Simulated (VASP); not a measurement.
# Sb in VASP: further runs

Runs on Sb. Level: PBEsol. Tasks: single point.

Program: VASP 6.6.1. These are calculated values, not measurements. Logs are shortened: lines on timing, memory, paths and dates and some standing lists are left out, and cuts for length are marked.

## (1) The cell of the first run

It takes space group I4/mmm (No. 139, tetragonal). Conventional cell: a = 3.195 Å, b = 3.195 Å, c = 4.610 Å, α = 90.00°, β = 90.00°, γ = 90.00°. Sb (site symmetry 4/mmm) has 12 Sb at 3.19 to 3.23 Å within 4.2 Å.

## (2) Single point, PBEsol (equal xx and yy strain of -2 %)

INCAR reads:

```
PREC = Accurate
ENCUT = 520
EDIFF = 1E-6
ISMEAR = -1
SIGMA = 0.03
LREAL = False
LASPH = True
NELM = 80
ALGO = Normal
ISIF = 2
LWAVE = False
LCHARG = False
GGA = PS
NBANDS = 8
```

KPOINTS reads:

```
regular mesh
0
Gamma
  14 14 14
```

POSCAR reads:

```
Sb
1.0
    0.0000000000      2.2589000000      2.3050000000
    2.2589000000      0.0000000000      2.3050000000
    2.2589000000      2.2589000000      0.0000000000
Sb
1
Direct
    0.0000000000      0.0000000000      0.0000000000
```

Potentials or basis: VASP PAW PBE potentials, release 64 (Sb).

On the command line:

```
cat potpaw_PBE.64/Sb/POTCAR > POTCAR
mpirun -np 1 vasp_std > vasp.out
```

OUTCAR:

```text
PREC = Accurate
   ENCUT = 520
   EDIFF = 1E-6
   ISMEAR = -1
   LREAL = False
   LASPH = True
   NELM = 80
   ISIF = 2
   GGA = PS

 ion  position               nearest neighbor table
   1  0.000  0.000  0.000-

  LATTYP: Found a body centered tetragonal cell.
 ALAT       =     3.1945670160
 C/A-ratio  =     1.4430750636

  Lattice vectors:

 A1 = (  -2.2589000000,   0.0000000000,   2.3050000000)
 A2 = (   2.2589000000,   0.0000000000,   2.3050000000)
 A3 = (   0.0000000000,   2.2589000000,  -2.3050000000)

Analysis of symmetry for initial positions (statically):
=====================================================================
 Subroutine PRICEL returns:
 Original cell was already a primitive cell.

 Routine SETGRP: Setting up the symmetry group for a
 body centered tetragonal supercell.

 Subroutine GETGRP returns: Found 16 space group operations
 (whereof 16 operations were pure point group operations)
 out of a pool of 16 trial point group operations.

The static configuration has the point symmetry D_4h.

Analysis of symmetry for dynamics (positions and initial velocities):
=====================================================================
 Subroutine PRICEL returns:
 Original cell was already a primitive cell.

 Routine SETGRP: Setting up the symmetry group for a
 body centered tetragonal supercell.

 Subroutine GETGRP returns: Found 16 space group operations
 (whereof 16 operations were pure point group operations)
 out of a pool of 16 trial point group operations.

The dynamic configuration has the point symmetry D_4h.

 Subroutine INISYM returns: Found 16 space group operations
 (whereof 16 operations are pure point group operations),
 and found     1 'primitive' translations

----------------------------------------------------------------------------------------

                                     Primitive cell

  volume of cell :      23.5231

  direct lattice vectors                    reciprocal lattice vectors
     0.000000000  2.258900000  2.305000000    -0.221346673  0.221346673  0.216919740
     2.258900000  0.000000000  2.305000000     0.221346673 -0.221346673  0.216919740
     2.258900000  2.258900000  0.000000000     0.221346673  0.221346673 -0.216919740

  length of vectors
[... 72 lines left out ...]
   ISTART =      0    job   : 0-new  1-cont  2-samecut
   ICHARG =      2    charge: 1-file 2-atom 10-const
   ISPIN  =      1    spin polarized calculation?
   LNONCOLLINEAR =      F non collinear calculations
   LSORBIT =      F    spin-orbit coupling
   LASPH  =      T    aspherical Exc in radial PAW
   ENCUT  =  520.0 eV  38.22 Ry    6.18 a.u.   6.00  6.00  5.94*2*pi/ulx,y,z
   NELM   =     80;   NELMIN=  2; NELMDL= -5     # of ELM steps
   EDIFF  = 0.1E-05   stopping-criterion for ELM
   LREAL  =      F    real-space projection
   EDIFFG = 0.1E-04   stopping-criterion for IOM
   NSW    =      0    number of steps for IOM
   IBRION =     -1    ionic relax: 0-MD 1-quasi-New 2-CG
   NFREE  =      0    steps in history (QN), initial steepest desc. (CG)
   ISIF   =      2    stress and relaxation
   ISYM   =      2    0-nonsym 1-usesym 2-fastsym
   POTIM  = 0.5000    time-step for ionic-motion
   TEBEG  =    0.0;   TEEND  =   0.0 temperature during run
   PSTRESS=    0.0 pullay stress
   NELECT =       5.0000    total number of electrons
   NUPDOWN=      -1.0000    fix difference up-down
   EMIN   =  10.00;   EMAX   =-10.00  energy-range for DOS
   EFERMI =   0.00;   METHOD = LEGACY
   ISMEAR =    -1;   SIGMA  =   0.03  broadening in eV -4-tet -1-fermi 0-gaus
   EFERMI_NEDOS =   21; number of points for ismear=-14 and -15
   IALGO  =     38    algorithm
   IMIX   =      4    mixing-type and parameters
     AMIX     =   0.40;   BMIX     =  1.00
     AMIX_MAG =   1.60;   BMIX_MAG =  1.00
  volume/ion in A,a.u.               =      23.52       158.74
  Fermi-wavevector in a.u.,A,eV,Ry     =   0.977012  1.846285 12.987472  0.954552
  Thomas-Fermi vector in A             =   2.107676
   LORBIT       =      0    0 simple, 1 ext, 2 COOP (PROOUT), +10 PAW based schemes
   GGA     = PS    functional components
   LHFCALC =     F    Hartree Fock is set to
   AEXX    =    0.0000 exact exchange contribution
   IVDW    =     0    specifies the selected vdW correction
   LEPSILON=     F    determine dielectric tensor
   LRPA    =     F    only Hartree local field effects (RPA)
 non-spin polarized calculation
  energy-cutoff  :      520.00
  volume of cell :       23.52
 maximum number of plane-waves:       648
   NGX = 11   NGY = 11   NGZ = 11

 number of electron       5.0000000 magnetization

 Free energy of the ion-electron system (eV)
  ---------------------------------------------------
  ext. energy  EPLUGINS =         0.00000000
  ---------------------------------------------------
  free energy    TOTEN  =        -4.22527040 eV

  energy without entropy =       -4.22333763  energy(sigma->0) =       -4.22430402

 E-fermi :  10.2672     XC(G=0): -10.9288

 val. band max:       10.2663168550   @ k =  -0.2143   0.2143   0.0714
 cond. band min:      10.2706515419   @ k =  -0.3571   0.3571   0.2143
 fundamental gap:      0.0043346869
 Fermi energy:        10.2672118828

 k-point     1 :       0.0000    0.0000    0.0000
  band No.  band energies     occupation
      1      -3.8348      2.00000
      2      16.6047      0.00000
      3      16.6047      0.00000
      4      16.6303      0.00000
      5      20.4675      0.00000
      6      20.6237      0.00000
      7      20.7532      0.00000
      8      20.7532      0.00000
[... 243 lines left out ...]
 k-point    24 :       0.2857    0.1429    0.0000
  band No.  band energies     occupation
      1      -2.1943      2.00000
      2      10.1865      1.87275
      3      13.6124      0.00000
      4      13.8611      0.00000
      5      17.6174      0.00000
      6      19.6085      0.00000
      7      23.1434      0.00000
      8      23.7471      0.00000

 [... further k-points ...]
[... 5 lines left out ...]
  --------------------------------------------------------------------------------------
  -------------------------------------------------------------------------------------
  Total        1.2600233      1.2600233      1.5283653      0.0000000     -0.0000000      0.0000000
  in kB       85.8211318     85.8211318    104.0981005      0.0000000     -0.0000000      0.0000000
  external PRESSURE =      91.9134547 kB  Pullay stress =       0.0000000 kB

 VOLUME and BASIS-vectors are now :
 -----------------------------------------------------------------------------
  energy-cutoff  :      520.00
  volume of cell :       23.52
      direct lattice vectors                 reciprocal lattice vectors
     0.000000000  2.258900000  2.305000000    -0.221346673  0.221346673  0.216919740
     2.258900000  0.000000000  2.305000000     0.221346673 -0.221346673  0.216919740
     2.258900000  2.258900000  0.000000000     0.221346673  0.221346673 -0.216919740

 POSITION                                       TOTAL-FORCE (eV/Angst)
 -----------------------------------------------------------------------------------
      0.00000      0.00000      0.00000        -0.000000     -0.000000      0.000000
 -----------------------------------------------------------------------------------
    total drift:                                0.000000     -0.000000     -0.000000

  FREE ENERGIE OF THE ION-ELECTRON SYSTEM (eV)
  ---------------------------------------------------
  free  energy   TOTEN  =        -4.2252703987 eV

  energy  without entropy=       -4.2233376332  energy(sigma->0) =       -4.22430402
```

It took 14 s on 1 thread of AMD EPYC 7R13, shared host; peak memory 0.17 GiB.

What came out:

```
Free energy : -4.2253 eV
Pressure    : 9.2 GPa
```

Levels at points of the mesh, in eV from the Fermi level:
```csv
k point,band 1,band 2,band 3,band 4,band 5
"(0.00, 0.00, 0.00)",-14.10,6.34,6.34,6.36,10.20
"(0.50, 0.00, 0.00)",-9.54,-6.77,4.10,4.48,8.94
"(0.50, 0.50, 0.00)",-7.72,-5.84,0.57,0.57,4.49
"(0.50, 0.00, 0.50)",-7.40,-5.66,0.20,0.37,4.17
```

Caveat: the cell differs from its parent crystal (equal xx and yy strain of -2 %); the PAW data sets were made with another functional, which shifts forces and pressure a little; spin-orbit coupling is left out, which moves the levels of the heavy elements.

## (3) Single point, PBEsol (equal xx and yy strain of -1 %)

INCAR reads:

```
  PREC = Accurate
  ENCUT = 520
  EDIFF = 1E-6
  ISMEAR = -1
  SIGMA = 0.03
  LREAL = False
  LASPH = True
  NELM = 60
  ALGO = Normal
  ISIF = 2
  LWAVE = False
  LCHARG = False
  GGA = PS
  NBANDS = 8
```

KPOINTS is that of step 2.

POSCAR reads:

```
Sb
1.0
    0.0000000000      2.2819500000      2.3050000000
    2.2819500000      0.0000000000      2.3050000000
    2.2819500000      2.2819500000      0.0000000000
Sb
1
Direct
    0.0000000000      0.0000000000      0.0000000000
```

Potentials or basis: VASP PAW PBE potentials, release 64 (Sb).

On the command line:

```
cat potpaw_PBE.64/Sb/POTCAR > POTCAR
mpirun -np 1 vasp_std > vasp.out
```

It took 13 s on 1 thread of AMD EPYC 7R13, shared host; peak memory 0.17 GiB.

It converged, with:

| Quantity | Value |
| --- | --- |
| Free energy | -4.2481 eV |
| Pressure | 7.1 GPa |

Stress tensor (GPa, compression positive):
```
6.68 0.00 0.00
0.00 6.68 0.00
0.00 0.00 7.84
```

Levels at points of the mesh, in eV from the Fermi level:
| k point | band 1 | band 2 | band 3 | band 4 | band 5 |
| --- | --- | --- | --- | --- | --- |
| (0.00, 0.00, 0.00) | -13.93 | 6.16 | 6.16 | 6.17 | 10.19 |
| (0.50, 0.00, 0.00) | -9.50 | -6.64 | 4.08 | 4.26 | 8.91 |
| (0.50, 0.50, 0.00) | -7.64 | -5.67 | 0.45 | 0.45 | 4.33 |
| (0.50, 0.00, 0.50) | -7.48 | -5.58 | 0.27 | 0.35 | 4.18 |

Caveat: the cell differs from its parent crystal (equal xx and yy strain of -1 %); the PAW data sets were made with another functional, which shifts forces and pressure a little; spin-orbit coupling is left out, which moves the levels of the heavy elements.

[end of part 1 of 2]
